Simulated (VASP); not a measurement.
# PbO2: relaxation of cell and atoms with PBE

Crystal: PbO2.

```xyz
6
Lattice="3.7798 0.0000 0.0000 0.0000 3.7798 0.0000 0.0000 0.0000 5.7506" Properties=species:S:1:pos:R:3 pbc="T T T"
Pb    1.8899    1.8899    2.8753
Pb    0.0000    0.0000    0.0000
O     0.0000    1.8899    3.9396
O     1.8899    0.0000    4.6864
O     1.8899    0.0000    1.8110
O     0.0000    1.8899    1.0643
```

```yaml
Program: VASP 6.6.1
Task: relaxation of cell and atoms
Functional: PBE
Potentials_or_basis: VASP PAW PBE potentials, release 64 (Pb_d, O)
Cutoff: 600 eV
k_mesh: 10 × 10 × 6
Occupations: gaussian, width 0.1 eV
Spin: no spin polarisation
Dipole_correction: no
Further_INCAR_settings: ALGO = Fast; EDIFF = 1e-06; IBRION = 2; EDIFFG = -0.01; NSW = 80; ISIF = 3
```

```yaml
Energy_gained_by_relaxing: 0.1 meV/atom
Ionic_steps: 6
Pressure_after_relaxing: 0.0 GPa
Largest_force_after_relaxing: 0.005 eV/Å
Band_gap_on_the_k_mesh: zero (bands 26 and 27 overlap by 0.13 eV)
```

Forces on the atoms (eV/Å):
```
Pb   0.000  0.000  0.000
Pb   0.000  0.000  0.000
O    0.000  0.000  0.005
O    0.000  0.000 -0.005
O    0.000  0.000 -0.005
O    0.000  0.000  0.005
```

Stress tensor (GPa, compression positive):
```
 0.07  0.00  0.00
 0.00  0.07  0.00
 0.00  0.00 -0.05
```

Step by step:
| step | energy change (eV) | largest force (eV/Å) | pressure (GPa) | volume (Å³) |
| --- | --- | --- | --- | --- |
| 1 | 0.0000 | 0.0447 | 0.23 | 82.16 |
| 2 | -0.0003 | 0.0221 | -0.15 | 82.39 |
| 3 | -0.0004 | 0.0233 | -0.15 | 82.38 |
| 4 | -0.0005 | 0.0139 | -0.10 | 82.32 |
| 5 | -0.0006 | 0.0021 | -0.04 | 82.23 |
| 6 | -0.0007 | 0.0046 | 0.03 | 82.16 |

Final structure:
```xyz
6
Lattice="3.7803 0.0000 0.0000 0.0000 3.7803 0.0000 0.0000 0.0000 5.7491" Properties=species:S:1:pos:R:3 pbc="T T T"
Pb    1.8902    1.8902    2.8746
Pb    0.0000    0.0000    0.0000
O     0.0000    1.8902    3.9459
O     1.8902    3.7803    4.6777
O     1.8902    3.7803    1.8032
O     0.0000    1.8902    1.0714
```

Levels at points of the mesh, in eV from the Fermi level:
```tsv
k point	band 23	band 24	band 25	band 26	band 27	band 28	band 29	band 30
(0.00, 0.00, 0.00)	-1.41	-0.67	-0.27	-0.17	-0.17	2.20	6.58	7.15
(0.50, 0.00, 0.00)	-0.88	-0.88	-0.59	-0.59	2.36	2.36	7.06	7.06
(0.50, 0.50, 0.00)	-0.45	-0.45	-0.04	-0.04	3.11	3.11	6.45	6.45
(0.00, 0.00, 0.50)	-0.80	-0.80	-0.15	-0.15	1.40	1.40	6.10	6.10
(0.50, 0.00, 0.50)	-1.00	-1.00	-0.97	-0.97	2.59	2.59	7.43	7.43
(0.50, 0.50, 0.50)	-0.47	-0.47	-0.19	-0.19	3.26	3.26	8.53	8.53
```

Wall time 16 min on 1 thread of Oxide Virtual Turin-like Processor (shared host), peak memory 0.32 GiB.

Caveat: semilocal functionals underestimate gaps, and a narrow one can read as zero; spin-orbit coupling is left out, which moves the levels of the heavy elements.
